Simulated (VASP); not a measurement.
# CaO in VASP: further runs

Aim: see how the results for CaO move with the level of theory and the settings. Levels: r2SCAN, PBE. Tasks: single point.

All numbers are computed with VASP 6.6.1; they aren't measurements. Logs are shortened: lines on timing, memory, paths and dates and some standing lists are left out, and cuts for length are marked.

## (1) The cell of the first run

Symmetry: I-4m2, No. 119, tetragonal system. The conventional cell has a = 3.656 Å, b = 3.656 Å, c = 5.283 Å, α = 90.00°, β = 90.00°, γ = 90.00°. Within 3.0 Å of Ca (site symmetry -4m2) lie 4 O at 2.25 Å. O (site symmetry -4m2) has 4 Ca at 2.25 Å within 3.0 Å.

## (2) Single point, r2SCAN (epitaxial xy strain -0.8%)

Input file POSCAR:

```
CaO
1.0
    0.0000000000      2.5848351950      2.6413752923
    2.5848351950      0.0000000000      2.6413752923
    2.5848351950      2.5848351950      0.0000000000
Ca O
1 1
Direct
    0.0000000000      0.0000000000      0.0000000000
    0.2500000000      0.2500000000      0.2500000000
```

Input file INCAR.step1:

```
SYSTEM = CaO
  ALGO = Normal
  EDIFF = 1E-4
  ENCUT = 520
  GGA = PE
  ISMEAR = 0
  LASPH = .TRUE.
  LCHARG = .FALSE.
  LREAL = .FALSE.
  LWAVE = .TRUE.
  NBANDS = 15
  NELM = 100
  PREC = Accurate
  SIGMA = 0.01
```

Input file INCAR.step2:

```
SYSTEM = CaO
  ALGO = Normal
  EDIFF = 1E-7
  ENCUT = 520
  ISIF = 2
  ISMEAR = 0
  ISTART = 1
  LASPH = .TRUE.
  LCHARG = .FALSE.
  LMIXTAU = .TRUE.
  LREAL = .FALSE.
  LWAVE = .FALSE.
  METAGGA = R2SCAN
  NBANDS = 15
  NELM = 100
  PREC = Accurate
  SIGMA = 0.01
```

Input file KPOINTS:

```
k-points
0
G
  8 8 8
  0 0 0
```

Potentials or basis: VASP PAW PBE potentials, release 64 (Ca_sv, O).

On the command line:

```
$ cat potpaw_PBE.64/Ca_sv/POTCAR potpaw_PBE.64/O/POTCAR > POTCAR
$ cp INCAR.step1 INCAR
$ mpirun -np 1 vasp_std > vasp.out
$ cp INCAR.step2 INCAR
$ mpirun -np 1 vasp_std > vasp.out
```

OUTCAR:

```text
SYSTEM = CaO
   EDIFF = 1E-7
   ENCUT = 520
   ISIF = 2
   ISMEAR = 0
   ISTART = 1
   LASPH = .TRUE.
   LREAL = .FALSE.
   METAGGA = R2SCAN
   NELM = 100
   PREC = Accurate

 ion  position               nearest neighbor table
   1  0.000  0.000  0.000-   2 2.25   2 2.25   2 2.25   2 2.25
   2  0.250  0.250  0.250-   1 2.25   1 2.25   1 2.25   1 2.25

  LATTYP: Found a body centered tetragonal cell.
 ALAT       =     3.6555089893
 C/A-ratio  =     1.4451477483

  Lattice vectors:

 A1 = (  -2.5848351950,   0.0000000000,   2.6413752923)
 A2 = (   2.5848351950,   0.0000000000,   2.6413752923)
 A3 = (   0.0000000000,   2.5848351950,  -2.6413752923)

Analysis of symmetry for initial positions (statically):
=====================================================================
 Subroutine PRICEL returns:
 Original cell was already a primitive cell.

 Routine SETGRP: Setting up the symmetry group for a
 body centered tetragonal supercell.

 Subroutine GETGRP returns: Found  8 space group operations
 (whereof  8 operations were pure point group operations)
 out of a pool of 16 trial point group operations.

The static configuration has the point symmetry D_2d.

Analysis of symmetry for dynamics (positions and initial velocities):
=====================================================================
 Subroutine PRICEL returns:
 Original cell was already a primitive cell.

 Routine SETGRP: Setting up the symmetry group for a
 body centered tetragonal supercell.

 Subroutine GETGRP returns: Found  8 space group operations
 (whereof  8 operations were pure point group operations)
 out of a pool of 16 trial point group operations.

The dynamic configuration has the point symmetry D_2d.

 Subroutine INISYM returns: Found  8 space group operations
 (whereof  8 operations are pure point group operations),
 and found     1 'primitive' translations

----------------------------------------------------------------------------------------

                                     Primitive cell

  volume of cell :      35.2960

  direct lattice vectors                    reciprocal lattice vectors
     0.000000000  2.584835195  2.641375292    -0.193435930  0.193435930  0.189295327
     2.584835195  0.000000000  2.641375292     0.193435930 -0.193435930  0.189295327
     2.584835195  2.584835195  0.000000000     0.193435930  0.193435930 -0.189295327

  length of vectors
     3.695705132  3.695705132  3.655508989     0.332667460  0.332667460  0.332667460

  position of ions in fractional coordinates (direct lattice)
     0.000000000  0.000000000  0.000000000
     0.250000000  0.250000000  0.250000000

  ion indices of the primitive-cell ions
   primitive index   ion index
                 1           1
                 2           2

----------------------------------------------------------------------------------------

 KPOINTS: k-points

Automatic generation of k-mesh.
 Grid dimensions read from file:
 generate k-points for:    8    8    8

 Generating k-lattice:

  Cartesian coordinates                     Fractional coordinates (reciprocal lattice)
    -0.024179491  0.024179491  0.023661916     0.125000000  0.000000000  0.000000000
     0.024179491 -0.024179491  0.023661916     0.000000000  0.125000000  0.000000000
     0.024179491  0.024179491 -0.023661916     0.000000000  0.000000000  0.125000000

  Length of vectors
     0.041583433  0.041583433  0.041583433

  Shift w.r.t. Gamma in fractional coordinates (k-lattice)
     0.000000000  0.000000000  0.000000000

 Subroutine IBZKPT returns following result:
 ===========================================

 Found     59 irreducible k-points:

 Following reciprocal coordinates:
            Coordinates               Weight
  0.000000  0.000000  0.000000      1.000000
  0.125000 -0.000000  0.000000      8.000000
  0.250000 -0.000000  0.000000      8.000000
  0.375000 -0.000000  0.000000      8.000000
  0.500000 -0.000000  0.000000      4.000000
  0.125000  0.125000  0.000000      2.000000
[... 16 lines left out ...]
  0.250000 -0.000000  0.125000     16.000000
  0.375000 -0.000000  0.125000     16.000000
 [... further k-points ...]
   k-points           NKPTS =     59   k-points in BZ     NKDIM =     59   number of bands    NBANDS=     15
   number of dos      NEDOS =    301   number of ions     NIONS =      2
   total plane-waves  NPLWV =  21952
   dimension x,y,z NGX =    28 NGY =   28 NGZ =   28
   dimension x,y,z NGXF=    56 NGYF=   56 NGZF=   56
   ions per type =               1   1
   NGX,Y,Z   is equivalent  to a cutoff of  12.60, 12.60, 12.73 a.u.
   NGXF,Y,Z  is equivalent  to a cutoff of  25.19, 25.19, 25.47 a.u.
 SYSTEM =  CaO
   PREC   = accura    normal or accurate (medium, high low for compatibility)
   ISTART =      1    job   : 0-new  1-cont  2-samecut
   ICHARG =      0    charge: 1-file 2-atom 10-const
   ISPIN  =      1    spin polarized calculation?
   LNONCOLLINEAR =      F non collinear calculations
   LSORBIT =      F    spin-orbit coupling
   LASPH  =      T    aspherical Exc in radial PAW
   ENCUT  =  520.0 eV  38.22 Ry    6.18 a.u.   6.87  6.87  6.80*2*pi/ulx,y,z
   NELM   =    100;   NELMIN=  2; NELMDL=  0     # of ELM steps
   EDIFF  = 0.1E-06   stopping-criterion for ELM
   LREAL  =      F    real-space projection
   EDIFFG = 0.1E-05   stopping-criterion for IOM
   NSW    =      0    number of steps for IOM
   IBRION =     -1    ionic relax: 0-MD 1-quasi-New 2-CG
   NFREE  =      0    steps in history (QN), initial steepest desc. (CG)
   ISIF   =      2    stress and relaxation
   ISYM   =      2    0-nonsym 1-usesym 2-fastsym
   POTIM  = 0.5000    time-step for ionic-motion
   TEBEG  =    0.0;   TEEND  =   0.0 temperature during run
   PSTRESS=    0.0 pullay stress
   NELECT =      16.0000    total number of electrons
   NUPDOWN=      -1.0000    fix difference up-down
   EMIN   =  10.00;   EMAX   =-10.00  energy-range for DOS
   EFERMI =   0.00;   METHOD = LEGACY
   ISMEAR =     0;   SIGMA  =   0.01  broadening in eV -4-tet -1-fermi 0-gaus
   EFERMI_NEDOS =   21; number of points for ismear=-14 and -15
   IALGO  =     38    algorithm
   IMIX   =      4    mixing-type and parameters
     AMIX     =   0.40;   BMIX     =  1.00
     AMIX_MAG =   1.60;   BMIX_MAG =  1.00
  volume/ion in A,a.u.               =      17.65       119.09
  Fermi-wavevector in a.u.,A,eV,Ry     =   1.257591  2.376503 21.518105  1.581536
  Thomas-Fermi vector in A             =   2.391243
   LORBIT       =      0    0 simple, 1 ext, 2 COOP (PROOUT), +10 PAW based schemes
   METAGGA = R2SCAN    functional components
   LHFCALC =     F    Hartree Fock is set to
   AEXX    =    0.0000 exact exchange contribution
   IVDW    =     0    specifies the selected vdW correction
   LEPSILON=     F    determine dielectric tensor
   LRPA    =     F    only Hartree local field effects (RPA)
 non-spin polarized calculation
 Gauss-broadening in eV      SIGMA  =   0.01
  energy-cutoff  :      520.00
  volume of cell :       35.30
 maximum number of plane-waves:       964
   NGX = 13   NGY = 13   NGZ = 13

 number of electron      15.9999999 magnetization

 Free energy of the ion-electron system (eV)
  ---------------------------------------------------
  ext. energy  EPLUGINS =         0.00000000
  ---------------------------------------------------
  free energy    TOTEN  =       -18.93871771 eV

  energy without entropy =      -18.93871771  energy(sigma->0) =      -18.93871771

 E-fermi :   0.2453     XC(G=0):  -9.5985

 val. band max:        0.1834107885   @ k =   0.5000   0.5000   0.0000
 cond. band min:       3.9092839873   @ k =   0.0000   0.0000   0.0000
 fundamental gap:      3.7258731987
 Fermi energy:         0.2453238042

 k-point     1 :       0.0000    0.0000    0.0000
  band No.  band energies     occupation
      1     -38.3817      2.00000
      2     -18.4430      2.00000
      3     -18.4430      2.00000
      4     -18.4362      2.00000
      5     -15.5954      2.00000
      6      -0.4791      2.00000
      7      -0.4604      2.00000
      8      -0.4604      2.00000
      9       3.9093      0.00000
     10       8.7459      0.00000
     11       8.9144      0.00000
     12      10.3390      0.00000
     13      10.5366      0.00000
     14      10.5366      0.00000
     15      17.4713      0.00000

 k-point     2 :       0.1250   -0.0000    0.0000
  band No.  band energies     occupation
      1     -38.3749      2.00000
      2     -18.5839      2.00000
      3     -18.4505      2.00000
      4     -18.4473      2.00000
      5     -15.4560      2.00000
      6      -0.6298      2.00000
      7      -0.4307      2.00000
      8      -0.4144      2.00000
      9       4.4542      0.00000
     10       8.5692      0.00000
     11       8.7170      0.00000
     12      10.2105      0.00000
     13      10.6000      0.00000
     14      10.6941      0.00000
     15      15.7973      0.00000

 k-point     3 :       0.2500   -0.0000    0.0000
  band No.  band energies     occupation
      1     -38.3584      2.00000
      2     -18.8824      2.00000
      3     -18.4688      2.00000
      4     -18.4686      2.00000
      5     -15.1728      2.00000
      6      -0.8351      2.00000
      7      -0.3382      2.00000
      8      -0.3094      2.00000
      9       5.5894      0.00000
     10       8.4058      0.00000
     11       8.5087      0.00000
     12       9.7453      0.00000
     13      10.7131      0.00000
     14      10.7621      0.00000
     15      13.7930      0.00000

 k-point     4 :       0.3750   -0.0000    0.0000
  band No.  band energies     occupation
      1     -38.3418      2.00000
      2     -19.1364      2.00000
      3     -18.4901      2.00000
      4     -18.4866      2.00000
      5     -14.9422      2.00000
      6      -0.8612      2.00000
      7      -0.2573      2.00000
      8      -0.2144      2.00000
      9       6.4789      0.00000
     10       8.5254      0.00000
     11       8.5848      0.00000
     12       9.2793      0.00000
     13      10.4934      0.00000
     14      10.4992      0.00000
     15      12.8515      0.00000
[... 307 lines left out ...]
 k-point    22 :       0.1250    0.0000    0.1250
  band No.  band energies     occupation
      1     -38.3725      2.00000
      2     -18.6105      2.00000
      3     -18.4660      2.00000
      4     -18.4565      2.00000
      5     -15.4130      2.00000
      6      -0.7152      2.00000
      7      -0.4090      2.00000
      8      -0.3723      2.00000
      9       4.6433      0.00000
     10       8.2087      0.00000
     11       8.9345      0.00000
     12      10.4074      0.00000
     13      10.5515      0.00000
     14      10.5996      0.00000
     15      16.4241      0.00000

 k-point    23 :       0.2500   -0.0000    0.1250
  band No.  band energies     occupation
      1     -38.3591      2.00000
      2     -18.8376      2.00000
      3     -18.4885      2.00000
      4     -18.4796      2.00000
      5     -15.1845      2.00000
      6      -0.8942      2.00000
      7      -0.3259      2.00000
      8      -0.2790      2.00000
      9       5.5597      0.00000
     10       7.7602      0.00000
     11       8.9509      0.00000
     12      10.0890      0.00000
     13      10.5784      0.00000
     14      10.8163      0.00000
     15      14.7130      0.00000

 k-point    24 :       0.3750   -0.0000    0.1250
  band No.  band energies     occupation
      1     -38.3426      2.00000
      2     -19.0848      2.00000
      3     -18.5165      2.00000
      4     -18.5044      2.00000
      5     -14.9454      2.00000
      6      -0.8988      2.00000
      7      -0.2674      2.00000
      8      -0.1920      2.00000
      9       6.3508      0.00000
     10       7.7220      0.00000
     11       8.9537      0.00000
     12       9.7898      0.00000
     13      10.4401      0.00000
     14      10.8498      0.00000
     15      13.3097      0.00000

 [... further k-points ...]

------------------------ aborting loop because EDIFF is reached ----------------------------------------

  FORCE on cell =-STRESS in cart. coord.  units (eV):
  Direction    XX          YY          ZZ          XY          YZ          ZX
  --------------------------------------------------------------------------------------
  -------------------------------------------------------------------------------------
  Total        0.2871500      0.2871500      0.2130418      0.0000000     -0.0000000      0.0000000
  in kB       13.0344746     13.0344746      9.6705127      0.0000000     -0.0000000      0.0000000
  external PRESSURE =      11.9131540 kB  Pullay stress =       0.0000000 kB

 VOLUME and BASIS-vectors are now :
 -----------------------------------------------------------------------------
  energy-cutoff  :      520.00
  volume of cell :       35.30
      direct lattice vectors                 reciprocal lattice vectors
     0.000000000  2.584835195  2.641375292    -0.193435930  0.193435930  0.189295327
     2.584835195  0.000000000  2.641375292     0.193435930 -0.193435930  0.189295327
     2.584835195  2.584835195  0.000000000     0.193435930  0.193435930 -0.189295327

 POSITION                                       TOTAL-FORCE (eV/Angst)
 -----------------------------------------------------------------------------------
      0.00000      0.00000      0.00000        -0.000000     -0.000000     -0.000000
      1.29242      1.29242      1.32069         0.000000      0.000000      0.000000
 -----------------------------------------------------------------------------------
    total drift:                               -0.000000     -0.000000     -0.000000

  FREE ENERGIE OF THE ION-ELECTRON SYSTEM (eV)
  ---------------------------------------------------
  free  energy   TOTEN  =       -18.9387177056 eV

  energy  without entropy=      -18.9387177056  energy(sigma->0) =      -18.93871771
```

Wall time 94 s (1 thread of Intel Xeon Platinum 8488C (Sapphire Rapids), shared host); peak memory 0.18 GiB.

What came out:

```yaml
Free_energy: -18.9387 eV
Pressure: 1.2 GPa
Band_gap_on_the_k_mesh: 3.73 eV, indirect (least direct gap 4.37 eV)
```

Levels at points of the mesh, in eV from the valence-band top:
```csv
k point,band 5,band 6,band 7,band 8,band 9,band 10,band 11,band 12
"(0.00, 0.00, 0.00)",-15.78,-0.66,-0.64,-0.64,3.73,8.56,8.73,10.16
"(0.50, 0.00, 0.00)",-15.04,-1.01,-0.41,-0.36,6.58,8.51,8.55,8.81
"(0.50, 0.50, 0.00)",-14.80,-1.46,0.00,0.00,5.27,7.17,9.74,10.04
"(0.50, 0.00, 0.50)",-14.83,-1.45,-0.04,-0.03,5.35,7.22,9.75,10.02
```

Caveat: the cell differs from its parent crystal (epitaxial xy strain -0.8%); the PAW data sets were made with another functional, which shifts forces and pressure a little. A k mesh can miss the band edges.

## (3) Single point, PBE (shear xy strain +5.8%)

Input file INCAR:

```
SYSTEM = CaO
  PREC = Accurate
  ENCUT = 520
  EDIFF = 1E-7
  ISMEAR = -1
  SIGMA = 0.02
  LREAL = .FALSE.
  LASPH = .TRUE.
  NELM = 100
  ALGO = Normal
  ISIF = 2
  LWAVE = .FALSE.
  LCHARG = .FALSE.
  GGA = PE
  NBANDS = 15
```

Input file KPOINTS:

```
Automatic mesh
0
G
  8 8 8
  0 0 0
```

Input file POSCAR:

```
CaO
1.0
    0.0750738742      2.6067317416      2.6067317416
    2.6067317416      0.0750738742      2.6067317416
    2.6818056158      2.6818056158      0.0000000000
Ca O
1 1
Direct
    0.0050907282      0.0050907282     -0.0050907282
    0.2449092718      0.2449092718      0.2550907282
```

Potentials or basis: VASP PAW PBE potentials, release 64 (Ca_sv, O).

On the command line:

```
$ cat potpaw_PBE.64/Ca_sv/POTCAR potpaw_PBE.64/O/POTCAR > POTCAR
$ mpirun -np 1 vasp_std > vasp.out
```

Run time: 38 s. Hardware: 1 thread of Intel Xeon Platinum 8488C (Sapphire Rapids), shared host; peak memory 0.19 GiB.

It converged, with:

```yaml
Free_energy: -12.4250 eV
Pressure: 1.8 GPa
Largest_force: 0.008 eV/Å
Band_gap_on_the_k_mesh: 3.26 eV, indirect (least direct gap 3.84 eV)
```

Forces on the atoms (eV/Å):
```
Ca   0.000  0.000  0.008
O    0.000  0.000 -0.008
```

Stress tensor (GPa, compression positive):
```
 1.86 -2.14  0.00
-2.14  1.86  0.00
 0.00  0.00  1.61
```

Levels at points of the mesh, in eV from the valence-band top:
| k point | band 6 | band 7 | band 8 | band 9 | band 10 | band 11 |
| --- | --- | --- | --- | --- | --- | --- |
| (0.00, 0.00, 0.00) | -0.78 | -0.69 | -0.58 | 3.26 | 7.85 | 7.91 |
| (0.50, 0.00, 0.00) | -1.00 | -0.48 | -0.46 | 6.09 | 7.55 | 7.90 |
| (0.50, 0.50, 0.00) | -1.49 | -0.13 | 0.00 | 4.85 | 6.55 | 8.95 |
| (0.00, 0.00, 0.50) | -1.13 | -0.41 | -0.36 | 6.03 | 7.48 | 8.04 |
| (0.50, 0.00, 0.50) | -1.50 | -0.08 | -0.08 | 4.88 | 6.56 | 8.92 |

Caveat: the cell differs from its parent crystal (shear xy strain +5.8%).

(Part 1 of 2 ends here.)
